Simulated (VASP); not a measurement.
Ru: single point with PBE

Crystal: Ru.

```
Ru
1.0
     0.00000    1.93396    1.93396
     1.93396    0.00000    1.93396
     1.93396    1.93396    0.00000
Ru
1
Direct
  0.00000 0.00000 0.00000
```

This cell differs from its parent crystal: volume scaled by 1.03.

| Item | Value |
| --- | --- |
| Program | VASP 6.6.1 |
| Task | single point |
| Functional | PBE |
| Potentials or basis | VASP PAW PBE potentials, release 64 (Ru_pv) |
| Cutoff | 520 eV |
| k mesh | 16 × 16 × 16 |
| Occupations | fermi-dirac, width 0.05 eV |
| Spin | no spin polarisation |

| Item | Value |
| --- | --- |
| Pressure | -12.4 GPa |
| Band gap on the k mesh | zero (band 7 reaches 13.66 eV, above the bottom of band 8 at 10.42 eV) |

Levels at points of the mesh, in eV from the Fermi level:
| k point | band 4 | band 5 | band 6 | band 7 | band 8 | band 9 | band 10 | band 11 |
| --- | --- | --- | --- | --- | --- | --- | --- | --- |
| (0.00, 0.00, 0.00) | -7.56 | -2.38 | -2.38 | -2.38 | -0.16 | -0.16 | 10.58 | 15.05 |
| (0.50, 0.00, 0.00) | -5.64 | -2.49 | -2.49 | 0.96 | 1.53 | 1.53 | 9.28 | 10.58 |
| (0.50, 0.50, 0.00) | -5.87 | -5.42 | 1.49 | 1.99 | 1.99 | 3.44 | 10.58 | 12.78 |

Run time: 13 s on 1 thread of AMD EPYC 9R45 96-Core Processor (Zen 5), on a shared host, peak memory 0.11 GiB.
